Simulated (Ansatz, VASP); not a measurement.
One calculation of Zn, two programs

File INCAR:

```
SYSTEM = Zn
PREC     = Accurate       ! precision mode
ENCUT    = 520            ! plane-wave cutoff, eV
EDIFF    = 1E-6           ! SCF threshold, eV
ISMEAR   = 0              ! smearing method
SIGMA    = 0.15           ! smearing width, eV
LREAL    = .False.        ! projectors in reciprocal space
LASPH    = .True.         ! aspherical terms in the spheres
NELM     = 100            ! most SCF steps
ALGO     = Normal         ! electronic algorithm
ISIF     = 2              ! what is computed and relaxed
LWAVE    = .False.        ! write WAVECAR
LCHARG   = .False.        ! write CHGCAR
NBANDS   = 12             ! bands
```

The input KPOINTS:

```
Automatic mesh
0
Gamma
  20 20 20
  0 0 0
```

POSCAR

```
Zn
1.0
   -1.5658642346      1.5056386871      1.5658642346
    1.5658642346     -1.5056386871      1.5658642346
    1.5658642346      1.5056386871     -1.5658642346
Zn
1
Direct
    0.0000000000      0.0000000000      0.0000000000
```

Input for Ansatz:

```yaml
crystal:
  lattice:
    - [-1.5658642346, 1.5056386871, 1.5658642346]
    - [1.5658642346, -1.5056386871, 1.5658642346]
    - [1.5658642346, 1.5056386871, -1.5658642346]
  atoms:
    - { symbol: Zn, position: [0.0, 0.0, 0.0] }
basis:
  ecutwfc: 520.0
kpoints:
  mp_grid: { grid: [20, 20, 20] }
hamiltonian:
  xc: lda
  pseudopotentials: { kind: paw }
scf:
  occupations: { method: gaussian, width: 0.15 }
output:
  forces: true
  stress: true
  eigenvalues: true
  write_density: true
  write_potential: true
  elf: true
  volumetric_format: npy
```

Change from the starting cell: normal strain along x +0.0400, normal strain along z +0.0400.

Alike in both runs: task single point; functional LDA; k mesh 20 × 20 × 20; occupations gaussian, width 0.15 eV; no spin polarisation.

```csv
,VASP,Ansatz
version,VASP 6.6.1,Ansatz 0.2.0
potentials or method,"VASP PAW LDA potentials, release 64 (Zn), cutoff 520 eV","scalar-relativistic, plane waves, PAW"
valence electrons in the cell,12,12
```

Ansatz gave:

* gap on the k mesh at the Fermi level (eV): none
* pressure (GPa): -6.0
* traceless stress, the component that is largest in VASP (GPa): -1.41

**Question.** Which values does VASP return?

**Answer.** gap on the k mesh at the Fermi level (eV): none; pressure (GPa): -5.5; traceless stress, the component that is largest in VASP (GPa): -1.39.

LDA's correlation is that of Perdew and Zunger in VASP and of Perdew and Wang (1992) in Ansatz. A gap of «none» marks a metal or a gap that the smearing closes.
